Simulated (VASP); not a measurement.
# GeSb2Te4 (I422) in VASP: notebook

GeSb2Te4 is run at these levels: PBEsol, r2SCAN+rVV10; tasks: single point, relaxation of cell and atoms.

Everything below comes from runs of VASP 6.6.1. Logs are shortened: lines on timing, memory, paths and dates and some standing lists are left out, and cuts for length are marked.

## (1) The cell of the first run

It takes space group I422 (No. 97, tetragonal). The conventional cell has a = 7.430 Å, b = 7.430 Å, c = 7.534 Å, α = 90.00°, β = 90.00°, γ = 90.00°. Ge (site symmetry 422) has 8 Te at 3.25 Å and 4 Sb at 3.71 Å within 4.3 Å. Within 3.9 Å of Sb (site symmetry 222) lie 8 Te at 2.99 to 3.49 Å and 2 Ge at 3.71 Å and 2 Sb at 3.77 Å. Te (site symmetry 2) has 4 Sb at 2.99 to 3.49 Å and 2 Ge at 3.25 Å and 6 Te at 3.74 to 3.82 Å within 3.9 Å.

## (2) Single point, PBEsol

INCAR

```
SYSTEM = GeSb2Te4
ALGO     = Normal         ! electronic algorithm
EDIFF    = 1E-7           ! SCF threshold, eV
ENCUT    = 520            ! plane-wave cutoff, eV
GGA      = PS             ! functional
ISIF     = 2              ! what is computed and relaxed
ISMEAR   = -1             ! smearing method
LASPH    = .True.         ! aspherical terms in the spheres
LCHARG   = .False.        ! write CHGCAR
LREAL    = .False.        ! projectors in reciprocal space
LWAVE    = .False.        ! write WAVECAR
NBANDS   = 33             ! bands
NELM     = 100            ! most SCF steps
PREC     = Accurate       ! precision mode
SIGMA    = 0.03           ! smearing width, eV
```

KPOINTS

```
k-points
0
Gamma
  4 4 4
  0 0 0
```

POSCAR

```
GeSb2Te4
1.0
   -3.7147884142      3.7147884142      3.7670621537
    3.7147884142     -3.7147884142      3.7670621537
    3.7147884142      3.7147884142     -3.7670621537
Ge Sb Te
1 2 4
Direct
    0.0000000000      0.0000000000      0.0000000000
    0.0000000000      0.5000000000      0.5000000000
    0.5000000000      0.0000000000      0.5000000000
    0.0292583118      0.9707416882      0.5000000000
    0.5292583118      0.0292583118      0.0585166237
    0.9707416882      0.4707416882      0.9414833763
    0.4707416882      0.5292583118      0.5000000000
```

Potentials or basis: VASP PAW PBE potentials, release 64 (Ge_d, Sb, Te).

The run is started by

```
> cat potpaw_PBE.64/Ge_d/POTCAR potpaw_PBE.64/Sb/POTCAR potpaw_PBE.64/Te/POTCAR > POTCAR
> mpirun -np 1 vasp_std > vasp.out
```

OUTCAR:

```text
SYSTEM = GeSb2Te4
   EDIFF = 1E-7
   ENCUT = 520
   GGA = PS
   ISIF = 2
   ISMEAR = -1
   LASPH = .True.
   LREAL = .False.
   NELM = 100
   PREC = Accurate

 ion  position               nearest neighbor table
   1  0.000  0.000  0.000-   5 3.25   6 3.25   4 3.25   4 3.25   7 3.25   7 3.25   6 3.25   5 3.25

   2  0.000  0.500  0.500-   6 2.99   5 2.99   4 2.99   7 2.99   4 3.49   7 3.49   5 3.49   6 3.49
                             3 3.77   3 3.77
   3  0.500  0.000  0.500-   5 2.99   6 2.99   4 2.99   7 2.99   4 3.49   7 3.49   6 3.49   5 3.49
                             2 3.77   2 3.77
   4  0.029  0.971  0.500-   2 2.99   3 2.99   1 3.25   1 3.25   2 3.49   3 3.49
   5  0.529  0.029  0.059-   3 2.99   2 2.99   1 3.25   1 3.25   2 3.49   3 3.49
   6  0.971  0.471  0.941-   2 2.99   3 2.99   1 3.25   1 3.25   3 3.49   2 3.49
   7  0.471  0.529  0.500-   2 2.99   3 2.99   1 3.25   1 3.25   3 3.49   2 3.49

  LATTYP: Found a body centered tetragonal cell.
 ALAT       =     7.4295768284
 C/A-ratio  =     1.0140717946

  Lattice vectors:

 A1 = (  -3.7147884142,   3.7147884142,   3.7670621537)
 A2 = (   3.7147884142,  -3.7147884142,   3.7670621537)
 A3 = (   3.7147884142,   3.7147884142,  -3.7670621537)

Analysis of symmetry for initial positions (statically):
=====================================================================
 Subroutine PRICEL returns:
 Original cell was already a primitive cell.

 Routine SETGRP: Setting up the symmetry group for a
 body centered tetragonal supercell.

 Subroutine GETGRP returns: Found  8 space group operations
 (whereof  8 operations were pure point group operations)
 out of a pool of 16 trial point group operations.

The static configuration has the point symmetry D_4 .

Analysis of symmetry for dynamics (positions and initial velocities):
=====================================================================
 Subroutine PRICEL returns:
 Original cell was already a primitive cell.

 Routine SETGRP: Setting up the symmetry group for a
 body centered tetragonal supercell.

 Subroutine GETGRP returns: Found  8 space group operations
 (whereof  8 operations were pure point group operations)
 out of a pool of 16 trial point group operations.

The dynamic configuration has the point symmetry D_4 .

 Subroutine INISYM returns: Found  8 space group operations
 (whereof  8 operations are pure point group operations),
 and found     1 'primitive' translations

----------------------------------------------------------------------------------------

                                     Primitive cell

  volume of cell :     207.9366

  direct lattice vectors                    reciprocal lattice vectors
    -3.714788414  3.714788414  3.767062154     0.000000000  0.134597168  0.132729427
     3.714788414 -3.714788414  3.767062154     0.134597168  0.000000000  0.132729427
     3.714788414  3.714788414 -3.767062154     0.134597168  0.134597168  0.000000000

  length of vectors
     6.464523431  6.464523431  6.464523431     0.189033061  0.189033061  0.190349140

  position of ions in fractional coordinates (direct lattice)
     0.000000000  0.000000000  0.000000000
     0.000000000  0.500000000  0.500000000
     0.500000000  0.000000000  0.500000000
     0.029258312  0.970741688  0.500000000
     0.529258312  0.029258312  0.058516624
     0.970741688  0.470741688  0.941483376
     0.470741688  0.529258312  0.500000000

  ion indices of the primitive-cell ions
   primitive index   ion index
                 1           1
                 2           2
                 3           3
                 4           4
                 5           5
                 6           6
                 7           7

----------------------------------------------------------------------------------------

 KPOINTS: k-points

Automatic generation of k-mesh.
 Grid dimensions read from file:
 generate k-points for:    4    4    4

 Generating k-lattice:

  Cartesian coordinates                     Fractional coordinates (reciprocal lattice)
     0.000000000  0.033649292  0.033182357     0.250000000  0.000000000 -0.000000000
     0.033649292  0.000000000  0.033182357     0.000000000  0.250000000 -0.000000000
     0.033649292  0.033649292  0.000000000     0.000000000  0.000000000  0.250000000

  Length of vectors
     0.047258265  0.047258265  0.047587285

  Shift w.r.t. Gamma in fractional coordinates (k-lattice)
     0.000000000  0.000000000  0.000000000

 Subroutine IBZKPT returns following result:
 ===========================================

 Found     13 irreducible k-points:

 Following reciprocal coordinates:
            Coordinates               Weight
  0.000000  0.000000  0.000000      1.000000
  0.250000  0.000000  0.000000      8.000000
  0.500000  0.000000  0.000000      4.000000
  0.250000  0.250000  0.000000      8.000000
  0.500000  0.250000  0.000000     16.000000
 -0.250000  0.250000  0.000000      4.000000
  0.500000  0.500000  0.000000      2.000000
  0.250000  0.250000  0.250000      2.000000
 -0.250000  0.250000  0.250000      4.000000
  0.500000  0.500000  0.250000      4.000000
 -0.250000  0.500000  0.250000      8.000000
 -0.250000 -0.250000  0.250000      2.000000
  0.500000  0.500000  0.500000      1.000000
   k-points           NKPTS =     13   k-points in BZ     NKDIM =     13   number of bands    NBANDS=     33
   number of dos      NEDOS =    301   number of ions     NIONS =      7
   total plane-waves  NPLWV = 110592
   dimension x,y,z NGX =    48 NGY =   48 NGZ =   48
   dimension x,y,z NGXF=    96 NGYF=   96 NGZF=   96
   ions per type =               1   2   4
   NGX,Y,Z   is equivalent  to a cutoff of  12.34, 12.34, 12.34 a.u.
   NGXF,Y,Z  is equivalent  to a cutoff of  24.69, 24.69, 24.69 a.u.
 SYSTEM =  GeSb2Te4
   PREC   = accura    normal or accurate (medium, high low for compatibility)
   ISTART =      0    job   : 0-new  1-cont  2-samecut
   ICHARG =      2    charge: 1-file 2-atom 10-const
   ISPIN  =      1    spin polarized calculation?
   LNONCOLLINEAR =      F non collinear calculations
   LSORBIT =      F    spin-orbit coupling
   LASPH  =      T    aspherical Exc in radial PAW
   ENCUT  =  520.0 eV  38.22 Ry    6.18 a.u.  12.02 12.02 12.02*2*pi/ulx,y,z
   NELM   =    100;   NELMIN=  2; NELMDL= -5     # of ELM steps
   EDIFF  = 0.1E-06   stopping-criterion for ELM
   LREAL  =      F    real-space projection
   EDIFFG = 0.1E-05   stopping-criterion for IOM
   NSW    =      0    number of steps for IOM
   IBRION =     -1    ionic relax: 0-MD 1-quasi-New 2-CG
   NFREE  =      0    steps in history (QN), initial steepest desc. (CG)
   ISIF   =      2    stress and relaxation
   ISYM   =      2    0-nonsym 1-usesym 2-fastsym
   POTIM  = 0.5000    time-step for ionic-motion
   TEBEG  =    0.0;   TEEND  =   0.0 temperature during run
   PSTRESS=    0.0 pullay stress
   NELECT =      48.0000    total number of electrons
   NUPDOWN=      -1.0000    fix difference up-down
   EMIN   =  10.00;   EMAX   =-10.00  energy-range for DOS
   EFERMI =   0.00;   METHOD = LEGACY
   ISMEAR =    -1;   SIGMA  =   0.03  broadening in eV -4-tet -1-fermi 0-gaus
   EFERMI_NEDOS =   21; number of points for ismear=-14 and -15
   IALGO  =     38    algorithm
   IMIX   =      4    mixing-type and parameters
     AMIX     =   0.40;   BMIX     =  1.00
     AMIX_MAG =   1.60;   BMIX_MAG =  1.00
  volume/ion in A,a.u.               =      29.71       200.46
  Fermi-wavevector in a.u.,A,eV,Ry     =   1.004257  1.897771 13.721916  1.008532
  Thomas-Fermi vector in A             =   2.136861
   LORBIT       =      0    0 simple, 1 ext, 2 COOP (PROOUT), +10 PAW based schemes
   GGA     = PS    functional components
   LHFCALC =     F    Hartree Fock is set to
   AEXX    =    0.0000 exact exchange contribution
   IVDW    =     0    specifies the selected vdW correction
   LEPSILON=     F    determine dielectric tensor
   LRPA    =     F    only Hartree local field effects (RPA)
 non-spin polarized calculation
  energy-cutoff  :      520.00
  volume of cell :      207.94
 maximum number of plane-waves:      5626
   NGX = 25   NGY = 25   NGZ = 25

 number of electron      48.0000004 magnetization

 Free energy of the ion-electron system (eV)
  ---------------------------------------------------
  ext. energy  EPLUGINS =         0.00000000
  ---------------------------------------------------
  free energy    TOTEN  =       -26.81239694 eV

  energy without entropy =      -26.79782349  energy(sigma->0) =      -26.80511022

 E-fermi :   6.7260     XC(G=0):  -9.6998

 val. band max:        6.5407496566   @ k =   0.5000   0.2500   0.0000
 cond. band min:       6.7486546439   @ k =   0.5000   0.0000   0.0000
 fundamental gap:      0.2079049873
 Fermi energy:         6.7260061363

 k-point     1 :       0.0000    0.0000    0.0000
  band No.  band energies     occupation
      1     -18.4039      2.00000
      2     -18.3974      2.00000
      3     -18.3974      2.00000
      4     -18.3747      2.00000
      5     -18.3743      2.00000
      6      -6.8668      2.00000
[... 25 lines left out ...]
     32      10.2220      0.00000
     33      10.4004      0.00000

 k-point     2 :       0.2500    0.0000    0.0000
  band No.  band energies     occupation
      1     -18.4039      2.00000
      2     -18.3974      2.00000
      3     -18.3974      2.00000
      4     -18.3747      2.00000
      5     -18.3743      2.00000
      6      -6.5856      2.00000
[... 25 lines left out ...]
     32      10.0943      0.00000
     33      10.1574      0.00000
[... 358 lines left out ...]
     32       9.5647      0.00000
     33       9.6113      0.00000

 k-point    13 :       0.5000    0.5000    0.5000
  band No.  band energies     occupation
      1     -18.4039      2.00000
      2     -18.3974      2.00000
      3     -18.3974      2.00000
      4     -18.3747      2.00000
      5     -18.3744      2.00000
      6      -5.2035      2.00000
[... 25 lines left out ...]
     32       8.0733      0.00000
     33       8.0733      0.00000

------------------------ aborting loop because EDIFF is reached ----------------------------------------

  FORCE on cell =-STRESS in cart. coord.  units (eV):
  Direction    XX          YY          ZZ          XY          YZ          ZX
  --------------------------------------------------------------------------------------
  -------------------------------------------------------------------------------------
  Total        0.0293171      0.0293171      0.0874938      0.0000000     -0.0000000      0.0000000
  in kB        0.2258916      0.2258916      0.6741505      0.0000000     -0.0000000      0.0000000
  external PRESSURE =       0.3753112 kB  Pullay stress =       0.0000000 kB

 VOLUME and BASIS-vectors are now :
 -----------------------------------------------------------------------------
  energy-cutoff  :      520.00
  volume of cell :      207.94
      direct lattice vectors                 reciprocal lattice vectors
    -3.714788414  3.714788414  3.767062154     0.000000000  0.134597168  0.132729427
     3.714788414 -3.714788414  3.767062154     0.134597168  0.000000000  0.132729427
     3.714788414  3.714788414 -3.767062154     0.134597168  0.134597168  0.000000000

 POSITION                                       TOTAL-FORCE (eV/Angst)
 -----------------------------------------------------------------------------------
      0.00000      0.00000      0.00000         0.000000      0.000000     -0.000000
      3.71479      0.00000      0.00000         0.000000      0.000000     -0.000000
      0.00000      3.71479      0.00000         0.000000      0.000000     -0.000000
      5.35481     -1.64002      1.88353         0.007996     -0.007996      0.000000
     -1.64002      2.07477      1.88353        -0.007996     -0.007996     -0.000000
      1.64002      5.35481      1.88353         0.007996      0.007996      0.000000
      2.07477      1.64002      1.88353        -0.007996      0.007996     -0.000000
 -----------------------------------------------------------------------------------
    total drift:                                0.000000     -0.000000     -0.000000

  FREE ENERGIE OF THE ION-ELECTRON SYSTEM (eV)
  ---------------------------------------------------
  free  energy   TOTEN  =       -26.8123969435 eV

  energy  without entropy=      -26.7978234934  energy(sigma->0) =      -26.80511022
```

It took 89 s on 1 thread of Intel Xeon 6975P-C (Granite Rapids), shared host; peak memory 0.36 GiB.

Results:

```
Free energy            : -26.8124 eV
Pressure               : 0.0 GPa
Largest force          : 0.011 eV/Å
Band gap on the k mesh : zero (band 24 reaches 7.34 eV, above the bottom of band 25 at 6.22 eV)
```

Forces on the atoms (eV/Å):
```
Ge   0.000  0.000  0.000
Sb   0.000  0.000  0.000
Sb   0.000  0.000  0.000
Te   0.008 -0.008  0.000
Te  -0.008 -0.008  0.000
Te   0.008  0.008  0.000
Te  -0.008  0.008  0.000
```

Levels at points of the mesh, in eV from the Fermi level:
```
           k point  band 22  band 23  band 24  band 25  band 26  band 27
(0.00, 0.00, 0.00)     0.10     0.22     0.61     2.54     2.59     2.59
(0.50, 0.00, 0.00)    -1.31    -1.31    -1.16     0.02     0.09     0.83
(0.50, 0.50, 0.00)    -1.71    -1.36    -0.72    -0.28     0.12     0.18
(0.50, 0.50, 0.50)    -0.77    -0.70    -0.25    -0.25     0.04     0.25
```

Caveat: the PAW data sets were made with another functional, which shifts forces and pressure a little; spin-orbit coupling is left out, which moves the levels of the heavy elements.

## (3) Single point, r2SCAN+rVV10

This run uses another cell than the first one, of 32.38 Å³/atom, 1.090 times its volume.

POSCAR

```
GeSb2Te4
1.0
   -3.8957988871      3.8957988871      3.7340756260
    3.8957988871     -3.8957988871      3.7340756260
    3.8957988871      3.8957988871     -3.7340756260
Ge Sb Te
1 2 4
Direct
    0.0000000000      0.0000000000      0.0000000000
    0.0000000000      0.5000000000      0.5000000000
    0.5000000000      0.0000000000      0.5000000000
    0.0436745082      0.9563254918      0.5000000000
    0.5436745082      0.0436745082      0.0873490164
    0.9563254918      0.4563254918      0.9126509836
    0.4563254918      0.5436745082      0.5000000000
```

INCAR.step1

```
PREC = Accurate ; ENCUT = 520
ISMEAR = -1 ; SIGMA = 0.03
LREAL = False ; LASPH = True
NELM = 60 ; NBANDS = 33
GGA = PE ; ALGO = Normal
EDIFF = 1E-4 ; LWAVE = True
LCHARG = False
```

INCAR.step2

```
PREC = Accurate ; ENCUT = 520
EDIFF = 1E-6 ; ISMEAR = -1
SIGMA = 0.03 ; LREAL = False
LASPH = True ; NELM = 60
ALGO = Normal ; ISIF = 2
LWAVE = False ; LCHARG = False
METAGGA = R2SCAN ; LMIXTAU = True
LUSE_VDW = True ; IVDW_NL = 2
BPARAM = 11.95 ; CPARAM = 0.0093
NBANDS = 33 ; ISTART = 1
```

KPOINTS

```
regular mesh
0
Gamma
  4 4 4
```

Potentials or basis: VASP PAW PBE potentials, release 64 (Ge_d, Sb, Te).

The run is started by

```
> cat potpaw_PBE.64/Ge_d/POTCAR potpaw_PBE.64/Sb/POTCAR potpaw_PBE.64/Te/POTCAR > POTCAR
> cp INCAR.step1 INCAR
> mpirun -np 1 vasp_std > vasp.out
> cp INCAR.step2 INCAR
> mpirun -np 1 vasp_std > vasp.out
```

Wall time 10 min (1 thread of Intel Xeon 6975P-C (Granite Rapids), shared host); peak memory 0.87 GiB.

Results (log left out):

```
Free energy            : -163.6663 eV
Pressure               : 0.2 GPa
Largest force          : 0.026 eV/Å
Band gap on the k mesh : zero (band 24 reaches 6.54 eV, above the bottom of band 25 at 5.54 eV)
```

Forces on the atoms (eV/Å):
```
Ge   0.000  0.000  0.000
Sb   0.000  0.000  0.000
Sb   0.000  0.000  0.000
Te   0.018 -0.018  0.000
Te  -0.018 -0.018  0.000
Te   0.018  0.018  0.000
Te  -0.018  0.018  0.000
```

Levels at points of the mesh, in eV from the Fermi level:
| k point | band 21 | band 22 | band 23 | band 24 | band 25 | band 26 | band 27 | band 28 |
| --- | --- | --- | --- | --- | --- | --- | --- | --- |
| (0.00, 0.00, 0.00) | -1.90 | -0.41 | -0.09 | 0.70 | 2.15 | 2.15 | 2.45 | 2.93 |
| (0.50, 0.00, 0.00) | -1.62 | -1.54 | -1.32 | -1.06 | 0.16 | 0.35 | 1.11 | 1.91 |
| (0.50, 0.50, 0.00) | -2.12 | -1.83 | -1.13 | -0.54 | -0.22 | 0.40 | 0.83 | 2.01 |
| (0.50, 0.50, 0.50) | -1.75 | -0.99 | -0.51 | -0.50 | 0.09 | 0.09 | 0.36 | 0.51 |

Caveat: the PAW data sets were made with another functional, which shifts forces and pressure a little; spin-orbit coupling is left out, which moves the levels of the heavy elements.

(Continued in part 2 of 2.)
